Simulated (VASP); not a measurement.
# HoNb3I (Pm-3m) in VASP: notebook

The runs below take HoNb3I through single point, relaxation of cell and atoms, with PBE.

All numbers are computed with VASP 6.6.1; they aren't measurements. Logs are shortened: lines on timing, memory, paths and dates and some standing lists are left out, and cuts for length are marked.

### Step 1. The cell of the first run

The structure is cubic, space group Pm-3m (No. 221). Conventional cell: a = 5.035 Å, b = 5.035 Å, c = 5.035 Å, α = 90.00°, β = 90.00°, γ = 90.00°. Ho (site symmetry m-3m) has 6 Nb at 2.52 Å within 3.3 Å. Nb (site symmetry 4/mmm) has 2 Ho at 2.52 Å within 3.3 Å. I (site symmetry m-3m) has 12 Nb at 3.56 Å and 8 Ho at 4.36 Å within 4.7 Å.

The cell was generated, and may not be a known phase.

### Step 2. Single point, PBE

Input file INCAR:

```
SYSTEM = HoNb3I
ALGO = Normal
EDIFF = 1E-6
ENCUT = 500
GGA = PE
GGA_COMPAT = .FALSE.
ISIF = 2
ISMEAR = 0
LASPH = .TRUE.
LCHARG = .TRUE.
LELF = .TRUE.
LMAXMIX = 6
LREAL = .FALSE.
LVHAR = .TRUE.
LWAVE = .FALSE.
NBANDS = 36
NELM = 200
PREC = Accurate
SIGMA = 0.1
```

Input file KPOINTS:

```
k-points
0
G
  8 8 8
  0 0 0
```

Input file POSCAR:

```
HoNb3I
1.0
    5.0352891052      0.0000000000      0.0000000000
    0.0000000000      5.0352891052      0.0000000000
    0.0000000000      0.0000000000      5.0352891052
Ho Nb I
1 3 1
Direct
    0.0000000000      0.0000000000      0.0000000000
    0.5000000000      0.0000000000      0.0000000000
    0.0000000000      0.5000000000      0.0000000000
    0.0000000000      0.0000000000      0.5000000000
    0.5000000000      0.5000000000      0.5000000000
```

Potentials or basis: VASP PAW PBE potentials, release 64 (Ho_3, Nb_sv, I), 4f in core.

Run with:

```
$ cat potpaw_PBE.64/Ho_3/POTCAR potpaw_PBE.64/Nb_sv/POTCAR potpaw_PBE.64/I/POTCAR > POTCAR
$ mpirun -np 1 vasp_std > vasp.out
```

OUTCAR:

```text
SYSTEM = HoNb3I
   EDIFF = 1E-6
   ENCUT = 500
   GGA = PE
   ISIF = 2
   ISMEAR = 0
   LASPH = .TRUE.
   LREAL = .FALSE.
   NELM = 200
   PREC = Accurate

 ion  position               nearest neighbor table
   1  0.000  0.000  0.000-   2 2.52   3 2.52   4 2.52   4 2.52   3 2.52   2 2.52
   2  0.500  0.000  0.000-   1 2.52   1 2.52
   3  0.000  0.500  0.000-   1 2.52   1 2.52
   4  0.000  0.000  0.500-   1 2.52   1 2.52
   5  0.500  0.500  0.500-

  LATTYP: Found a simple cubic cell.
 ALAT       =     5.0352891052

  Lattice vectors:

 A1 = (   5.0352891052,   0.0000000000,   0.0000000000)
 A2 = (   0.0000000000,   5.0352891052,   0.0000000000)
 A3 = (   0.0000000000,   0.0000000000,   5.0352891052)

Analysis of symmetry for initial positions (statically):
=====================================================================
 Subroutine PRICEL returns:
 Original cell was already a primitive cell.

 Routine SETGRP: Setting up the symmetry group for a
 simple cubic supercell.

 Subroutine GETGRP returns: Found 48 space group operations
 (whereof 48 operations were pure point group operations)
 out of a pool of 48 trial point group operations.

The static configuration has the point symmetry O_h .

Analysis of symmetry for dynamics (positions and initial velocities):
=====================================================================
 Subroutine PRICEL returns:
 Original cell was already a primitive cell.

 Routine SETGRP: Setting up the symmetry group for a
 simple cubic supercell.

 Subroutine GETGRP returns: Found 48 space group operations
 (whereof 48 operations were pure point group operations)
 out of a pool of 48 trial point group operations.

The dynamic configuration has the point symmetry O_h .

 Subroutine INISYM returns: Found 48 space group operations
 (whereof 48 operations are pure point group operations),
 and found     1 'primitive' translations

----------------------------------------------------------------------------------------

                                     Primitive cell

  volume of cell :     127.6654

  direct lattice vectors                    reciprocal lattice vectors
     5.035289105  0.000000000  0.000000000     0.198598329  0.000000000  0.000000000
     0.000000000  5.035289105  0.000000000     0.000000000  0.198598329  0.000000000
     0.000000000  0.000000000  5.035289105     0.000000000  0.000000000  0.198598329

  length of vectors
     5.035289105  5.035289105  5.035289105     0.198598329  0.198598329  0.198598329

  position of ions in fractional coordinates (direct lattice)
     0.000000000  0.000000000  0.000000000
     0.500000000  0.000000000  0.000000000
     0.000000000  0.500000000  0.000000000
     0.000000000  0.000000000  0.500000000
     0.500000000  0.500000000  0.500000000

  ion indices of the primitive-cell ions
   primitive index   ion index
                 1           1
                 2           2
                 3           3
                 4           4
                 5           5

----------------------------------------------------------------------------------------

 KPOINTS: k-points

Automatic generation of k-mesh.
 Grid dimensions read from file:
 generate k-points for:    8    8    8

 Generating k-lattice:

  Cartesian coordinates                     Fractional coordinates (reciprocal lattice)
     0.024824791  0.000000000  0.000000000     0.125000000  0.000000000  0.000000000
     0.000000000  0.024824791  0.000000000     0.000000000  0.125000000  0.000000000
     0.000000000  0.000000000  0.024824791     0.000000000  0.000000000  0.125000000

  Length of vectors
     0.024824791  0.024824791  0.024824791

  Shift w.r.t. Gamma in fractional coordinates (k-lattice)
     0.000000000  0.000000000  0.000000000

 Subroutine IBZKPT returns following result:
 ===========================================

 Found     35 irreducible k-points:

 Following reciprocal coordinates:
            Coordinates               Weight
  0.000000  0.000000  0.000000      1.000000
[... 50 lines left out ...]
     36      11.2458      0.00000

 k-point     2 :       0.1250    0.0000    0.0000
  band No.  band energies     occupation
      1     -48.1296      2.00000
      2     -48.1107      2.00000
      3     -48.1084      2.00000
      4     -24.4915      2.00000
      5     -24.4915      2.00000
      6     -24.4617      2.00000
[... 28 lines left out ...]
     35       9.2048      0.00000
     36      10.3011      0.00000

 k-point     3 :       0.2500    0.0000    0.0000
  band No.  band energies     occupation
      1     -48.1300      2.00000
      2     -48.1160      2.00000
      3     -48.1084      2.00000
      4     -24.4835      2.00000
      5     -24.4835      2.00000
      6     -24.3800      2.00000
[... 28 lines left out ...]
     35       9.2066      0.00000
     36       9.5687      0.00000

 k-point     4 :       0.3750    0.0000    0.0000
  band No.  band energies     occupation
      1     -48.1310      2.00000
      2     -48.1208      2.00000
      3     -48.1084      2.00000
      4     -24.4749      2.00000
      5     -24.4749      2.00000
      6     -24.2930      2.00000
[... 28 lines left out ...]
     35       9.1949      0.00000
     36       9.2068      0.00000

 k-point     5 :       0.5000    0.0000    0.0000
  band No.  band energies     occupation
      1     -48.1316      2.00000
      2     -48.1225      2.00000
      3     -48.1084      2.00000
      4     -24.4713      2.00000
      5     -24.4713      2.00000
      6     -24.2510      2.00000
[... 655 lines left out ...]
 k-point    22 :       0.5000    0.2500    0.1250
  band No.  band energies     occupation
      1     -48.1316      2.00000
      2     -48.1261      2.00000
      3     -48.1153      2.00000
      4     -24.4275      2.00000
      5     -24.3549      2.00000
      6     -24.2771      2.00000
[... 28 lines left out ...]
     35       8.5181      0.00000
     36       8.8800      0.00000

 k-point    23 :       0.3750    0.3750    0.1250
  band No.  band energies     occupation
      1     -48.1312      2.00000
      2     -48.1282      2.00000
      3     -48.1169      2.00000
      4     -24.4220      2.00000
      5     -24.2971      2.00000
      6     -24.2718      2.00000
[... 28 lines left out ...]
     35       8.5203      0.00000
     36       8.6920      0.00000

 k-point    24 :       0.5000    0.3750    0.1250
  band No.  band energies     occupation
      1     -48.1316      2.00000
      2     -48.1298      2.00000
      3     -48.1173      2.00000
      4     -24.4179      2.00000
      5     -24.2883      2.00000
      6     -24.2773      2.00000
[... 28 lines left out ...]
     35       8.6222      0.00000
     36       8.7399      0.00000

 [... further k-points ...]

------------------------ aborting loop because EDIFF is reached ----------------------------------------

  FORCE on cell =-STRESS in cart. coord.  units (eV):
  Direction    XX          YY          ZZ          XY          YZ          ZX
  --------------------------------------------------------------------------------------
  -------------------------------------------------------------------------------------
  Total        0.9722975      0.9722975      0.9722975      0.0000000      0.0000000      0.0000000
  in kB       12.2021539     12.2021539     12.2021539      0.0000000      0.0000000      0.0000000
  external PRESSURE =      12.2021539 kB  Pullay stress =       0.0000000 kB

 VOLUME and BASIS-vectors are now :
 -----------------------------------------------------------------------------
  energy-cutoff  :      500.00
  volume of cell :      127.67
      direct lattice vectors                 reciprocal lattice vectors
     5.035289105  0.000000000  0.000000000     0.198598329  0.000000000  0.000000000
     0.000000000  5.035289105  0.000000000     0.000000000  0.198598329  0.000000000
     0.000000000  0.000000000  5.035289105     0.000000000  0.000000000  0.198598329

 POSITION                                       TOTAL-FORCE (eV/Angst)
 -----------------------------------------------------------------------------------
      0.00000      0.00000      0.00000         0.000000      0.000000      0.000000
      2.51764      0.00000      0.00000         0.000000      0.000000      0.000000
      0.00000      2.51764      0.00000         0.000000      0.000000      0.000000
      0.00000      0.00000      2.51764         0.000000      0.000000      0.000000
      2.51764      2.51764      2.51764         0.000000      0.000000      0.000000
 -----------------------------------------------------------------------------------
    total drift:                                0.000000      0.000000     -0.000000

  FREE ENERGIE OF THE ION-ELECTRON SYSTEM (eV)
  ---------------------------------------------------
  free  energy   TOTEN  =       -26.5389173260 eV

  energy  without entropy=      -26.5128596961  energy(sigma->0) =      -26.52588851
```

It took 5 min on 1 thread of Intel Xeon Platinum 8259CL at 2.50GHz (Skylake/Cascade Lake), shared host; peak memory 0.32 GiB.

What came out:

```yaml
Free_energy: -26.5389 eV
Pressure: 1.2 GPa
Band_gap_on_the_k_mesh: zero (an odd number of electrons rules out a gap without spin polarisation)
```

Levels at points of the mesh, in eV from the Fermi level:
```
           k point  band 26  band 27  band 28  band 29  band 30  band 31
(0.00, 0.00, 0.00)    -1.47    -1.47    -0.77     0.47     0.47     0.47
(0.50, 0.00, 0.00)    -0.76    -0.44    -0.29    -0.29     0.04     0.81
(0.50, 0.50, 0.00)    -0.61    -0.41     0.40     0.64     0.97     0.97
(0.50, 0.50, 0.50)    -0.44     1.03     1.03     1.13     1.29     1.29
```

Caveat: spin-orbit coupling is left out, which moves the levels of the heavy elements; the 4f electrons are frozen in the core, so they carry no moment and show no levels; an odd number of electrons without spin polarisation forces a metal; a magnetic or distorted state may lie lower; the run has no spin polarisation, though such a crystal can be magnetic.

### Step 3. Single point, PBE

This run uses another cell than the first one: it holds 10 atoms, not 5.

Input file INCAR:

```
PREC = Accurate
ENCUT = 500
EDIFF = 1E-6
ISMEAR = 0
SIGMA = 0.2
LREAL = False
LASPH = True
NELM = 200
ALGO = Normal
ISIF = 2
LWAVE = False
LCHARG = False
GGA = PE
NBANDS = 66
GGA_COMPAT = False
LMAXMIX = 6
```

Input file KPOINTS:

```
regular mesh
0
Gamma
  4 4 2
```

Input file POSCAR:

```
HoNb3I
1.0
    5.0352891052      0.0000000000      0.0000000000
    0.0000000000      5.0352891052      0.0000000000
    0.0000000000      0.0000000000     10.0705782104
Ho Nb I
2 6 2
Direct
    1.0000000000      0.0000000000      0.0000000000
    1.0000000000      0.0000000000      0.5000000000
    0.5000000000      0.0000000000      0.5000000000
    0.5000000000      0.0000000000      1.0000000000
    0.0000000000      0.5000000000      0.5000000000
    0.0000000000      0.5000000000      0.0000000000
    0.0000000000      0.0000000000      0.2500000000
    0.0000000000      0.0000000000      0.7500000000
    0.5000000000      0.5000000000      0.2500000000
    0.5000000000      0.5000000000      0.7500000000
```

Potentials or basis: VASP PAW PBE potentials, release 64 (Ho_3, Nb_sv, I), 4f in core.

Run with:

```
$ cat potpaw_PBE.64/Ho_3/POTCAR potpaw_PBE.64/Nb_sv/POTCAR potpaw_PBE.64/I/POTCAR > POTCAR
$ mpirun -np 1 vasp_std > vasp.out
```

Wall time 11 min (1 thread of Intel Xeon Platinum 8259CL at 2.50GHz (Skylake/Cascade Lake), shared host); peak memory 0.46 GiB.

The run converged. Its results:

```
Free energy            : -53.1581 eV
Pressure               : 2.4 GPa
Band gap on the k mesh : zero (bands 55 and 56 overlap by 1.03 eV)
```

Levels at points of the mesh, in eV from the Fermi level:
| k point | band 53 | band 54 | band 55 | band 56 | band 57 | band 58 | band 59 | band 60 |
| --- | --- | --- | --- | --- | --- | --- | --- | --- |
| (0.00, 0.00, 0.00) | -0.73 | -0.64 | -0.38 | -0.17 | -0.17 | 0.09 | 0.53 | 0.53 |
| (0.50, 0.00, 0.00) | -0.38 | -0.32 | -0.17 | -0.17 | 0.09 | 0.47 | 0.77 | 0.87 |
| (0.50, 0.50, 0.00) | -0.32 | 0.47 | 0.77 | 1.03 | 1.04 | 1.06 | 1.09 | 1.11 |
| (0.00, 0.00, 0.50) | -0.39 | -0.39 | -0.26 | -0.26 | 0.31 | 0.31 | 0.84 | 0.84 |
| (0.50, 0.00, 0.50) | -0.25 | -0.25 | -0.04 | -0.04 | 0.06 | 0.06 | 0.75 | 0.75 |
| (0.50, 0.50, 0.50) | -0.10 | -0.10 | 0.56 | 0.56 | 1.02 | 1.03 | 1.13 | 1.13 |

Caveat: spin-orbit coupling is left out, which moves the levels of the heavy elements; the 4f electrons are frozen in the core, so they carry no moment and show no levels; the run has no spin polarisation, though such a crystal can be magnetic. Spin polarisation is off, so any magnetic state and its effect on volume and gap are missing.

### Step 4. Single point, PBE, collinear spin

This run uses another cell than the first one, of 26.03 Å³/atom.

Input file INCAR:

```
  PREC = Accurate
  ENCUT = 500
  EDIFF = 1E-6
  ISMEAR = 0
  SIGMA = 0.1
  LREAL = False
  LASPH = True
  NELM = 200
  ALGO = Normal
  ISIF = 2
  LWAVE = False
  LCHARG = False
  ISPIN = 2
  MAGMOM = 0 1 1 1 0
  LORBIT = 11
  LMAXMIX = 6
  GGA = PE
  NBANDS = 40
  GGA_COMPAT = False
```

Input file KPOINTS:

```
Automatic mesh
0
Gamma
  4 4 4
```

Input file POSCAR:

```
HoNb3I
1.0
    5.0680661806      0.0000000000      0.0000000000
    0.0000000000      5.0680661806      0.0000000000
    0.0000000000      0.0000000000      5.0680661806
Ho Nb I
1 3 1
Direct
    0.0000000000      0.0000000000      0.0000000000
    0.5000000000      0.0000000000      0.0000000000
    0.0000000000      0.5000000000      0.0000000000
    0.0000000000      0.0000000000      0.5000000000
    0.5000000000      0.5000000000      0.5000000000
```

Run with:

```
$ cat potpaw_PBE.64/Ho_3/POTCAR potpaw_PBE.64/Nb_sv/POTCAR potpaw_PBE.64/I/POTCAR > POTCAR
$ mpirun -np 1 vasp_std > vasp.out
```

It took 4.2 min on 1 thread of Intel Xeon Platinum 8259CL at 2.50GHz (Skylake/Cascade Lake), shared host; peak memory 0.32 GiB.

The run converged. Its results:

```yaml
Free_energy: -26.5535 eV
Pressure: 1.0 GPa
Net_moment: 0.00 μB per cell
Valence_electrons_inside_the_program's_atomic_spheres: Ho 10.25; Nb 10.69; I 4.11
```

Levels at points of the mesh, in eV from the Fermi level:
Spin up:
| k point | band 25 | band 26 | band 27 | band 28 | band 29 | band 30 | band 31 | band 32 |
| --- | --- | --- | --- | --- | --- | --- | --- | --- |
| (0.00, 0.00, 0.00) | -1.93 | -1.25 | -1.25 | -0.62 | 0.56 | 0.56 | 0.56 | 2.13 |
| (0.50, 0.00, 0.00) | -0.92 | -0.67 | -0.34 | -0.12 | -0.12 | 0.13 | 0.88 | 1.43 |
| (0.50, 0.50, 0.00) | -0.51 | -0.45 | -0.28 | 0.48 | 0.80 | 1.02 | 1.02 | 1.05 |
| (0.50, 0.50, 0.50) | -0.30 | -0.30 | 1.09 | 1.09 | 1.22 | 1.42 | 1.42 | 1.42 |
Spin down:
```tsv
k point	band 25	band 26	band 27	band 28	band 29	band 30	band 31	band 32
(0.00, 0.00, 0.00)	-1.93	-1.25	-1.25	-0.62	0.56	0.56	0.56	2.13
(0.50, 0.00, 0.00)	-0.92	-0.67	-0.34	-0.12	-0.12	0.13	0.88	1.43
(0.50, 0.50, 0.00)	-0.51	-0.45	-0.28	0.48	0.80	1.02	1.02	1.05
(0.50, 0.50, 0.50)	-0.30	-0.30	1.09	1.09	1.22	1.42	1.42	1.42
```

Caveat: the magnetic or orbital state may not be the lowest; the moments typed at the start vanished in this run; spin-orbit coupling is left out, which moves the levels of the heavy elements; the 4f electrons are frozen in the core, so they carry no moment and show no levels.

### Step 5. Relaxation of cell and atoms, PBE

This run uses another cell than the first one, of 26.03 Å³/atom.

Input file INCAR:

```
PREC = Accurate
ENCUT = 500
EDIFF = 1E-7
ISMEAR = 0
SIGMA = 0.1
LREAL = False
LASPH = True
NELM = 200
ALGO = Normal
ISIF = 3
LWAVE = False
LCHARG = False
GGA = PE
IBRION = 2
NSW = 100
EDIFFG = -0.01
GGA_COMPAT = False
NELMIN = 4
LMAXMIX = 6
```

Input file KPOINTS:

```
regular mesh
0
Gamma
  8 8 8
```

POSCAR is that of step 4.

Run with:

```
$ cat potpaw_PBE.64/Ho_3/POTCAR potpaw_PBE.64/Nb_sv/POTCAR potpaw_PBE.64/I/POTCAR > POTCAR
$ mpirun -np 1 vasp_std > vasp.out
```

Run time: 8.7 min. Hardware: 1 thread of Intel Xeon Platinum 8259CL at 2.50GHz (Skylake/Cascade Lake), shared host; peak memory 0.33 GiB.

Results (log left out):

```
Free energy                           : -26.5488 eV
Relaxed volume                        : 25.99 Å³/atom
Relaxed cell                          : a = 5.065 Å, b = 5.065 Å, c = 5.065 Å, α = 90.00°, β = 90.00°, γ = 90.00°
Space group after relaxing (to 0.1 Å) : Pm-3m (No. 221)
Energy gained by relaxing             : 0.0 meV/atom
Ionic steps                           : 2
Pressure after relaxing               : 0.0 GPa
Band gap on the k mesh                : zero (an odd number of electrons rules out a gap without spin polarisation)
```

Final structure:
```
Ho Nb I
1.0
     5.06528    0.00000    0.00000
     0.00000    5.06528    0.00000
     0.00000    0.00000    5.06528
Ho Nb I
1 3 1
Direct
  0.00000 0.00000 0.00000
  0.50000 0.00000 0.00000
  0.00000 0.50000 0.00000
  0.00000 0.00000 0.50000
  0.50000 0.50000 0.50000
```

Levels at points of the mesh, in eV from the Fermi level:
| k point | band 23 | band 24 | band 25 | band 26 | band 27 | band 28 | band 29 | band 30 | band 31 | band 32 |
| --- | --- | --- | --- | --- | --- | --- | --- | --- | --- | --- |
| (0.00, 0.00, 0.00) | -3.10 | -2.11 | -2.11 | -1.42 | -1.42 | -0.77 | 0.47 | 0.47 | 0.47 | 2.08 |
| (0.50, 0.00, 0.00) | -1.36 | -1.36 | -0.98 | -0.73 | -0.43 | -0.28 | -0.28 | 0.06 | 0.80 | 1.35 |
| (0.50, 0.50, 0.00) | -0.74 | -0.74 | -0.67 | -0.59 | -0.40 | 0.39 | 0.64 | 0.93 | 0.93 | 0.97 |
| (0.50, 0.50, 0.50) | -0.52 | -0.42 | -0.42 | -0.42 | 1.01 | 1.01 | 1.05 | 1.24 | 1.24 | 1.24 |

Caveat: spin-orbit coupling is left out, which moves the levels of the heavy elements; the 4f electrons are frozen in the core, so they carry no moment and show no levels; an odd number of electrons without spin polarisation forces a metal; a magnetic or distorted state may lie lower; the run has no spin polarisation, though such a crystal can be magnetic.

### Step 6. Overview

| task | spin | cell | k mesh | smearing | gap on the mesh (eV) | pressure (GPa) |
| --- | --- | --- | --- | --- | --- | --- |
| single point | off | a = 5.035 Å, 5 atoms, atomic positions A | 8 × 8 × 8 | gaussian 0.1 eV | none | 1.2 |
| single point | off | a = 5.035, b = 5.035, c = 10.071 Å, 10 atoms, atomic positions B | 4 × 4 × 2 | gaussian 0.2 eV | none | 2.4 |
| single point | collinear | a = 5.068 Å, 5 atoms, atomic positions A | 4 × 4 × 4 | gaussian 0.1 eV | none | 1.0 |
| relaxation of cell and atoms | off | relaxed from a = 5.068 Å, 5 atoms, atomic positions A | 8 × 8 × 8 | gaussian 0.1 eV | none | 0.0 |

Alike in all rows: level PBE; potentials or basis VASP PAW PBE potentials, release 64 (Ho_3, Nb_sv, I), 4f in core; cutoff (eV) 500.

Caveats: spin-orbit coupling is left out, which moves the levels of the heavy elements; the 4f electrons are frozen in the core, so they carry no moment and show no levels; an odd number of electrons without spin polarisation forces a metal (at least some runs); a magnetic or distorted state may lie lower (at least some runs); the magnetic or orbital state may not be the lowest (at least some runs); the moments typed at the start vanished in this run (at least some runs).

Total energies depend on the potentials used, so only differences within one code and one set of settings carry meaning.
